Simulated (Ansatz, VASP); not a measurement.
**Ga2PdS3: VASP beside Ansatz**

```
CELL_PARAMETERS angstrom
3.83410 0.00000 0.00000
0.00000 3.83410 0.00000
0.00000 0.00000 8.44687
ATOMIC_POSITIONS crystal
Ga 0.00000 0.50000 0.73150
Ga 0.50000 0.00000 0.26850
Pd 0.00000 0.00000 0.00000
S 0.00000 0.50000 0.38350
S 0.50000 0.00000 0.61650
S 0.50000 0.50000 0.00000
```

Change from the starting cell: species swapped into the Ti2CuSb3 type (P-4m2, No. 115).

Alike in both runs: task relaxation of cell and atoms; functional PBE; k mesh 4 × 4 × 2; occupations gaussian, width 0.1 eV; no spin polarisation.

|  | VASP | Ansatz |
| --- | --- | --- |
| version | VASP 6.6.1 | Ansatz 0.2.0 |
| potentials or method | VASP PAW PBE potentials, release 64 (Ga_d, Pd, S), cutoff 600 eV | scalar-relativistic, plane waves, PAW |
| valence electrons in the cell | 54 | 62 |

|  | VASP | Ansatz | Ansatz less VASP |
| --- | --- | --- | --- |
| gap on the k mesh at the Fermi level, each at its own relaxed structure (eV) | none | none | - |
| relaxed volume (Å³/atom) | 18.81 | 18.18 | -0.630 |
| relaxed cell length with the largest relative difference (Å) | 9.450 | 8.979 | -0.4708 |

A gap of «none» marks a metal or a gap that the smearing closes. VASP's potentials hold 54 valence electrons a cell and Ansatz's 62, so a difference there can come from the potentials and not from the codes.

The k mesh is coarse, so the values compare programs but aren't converged.
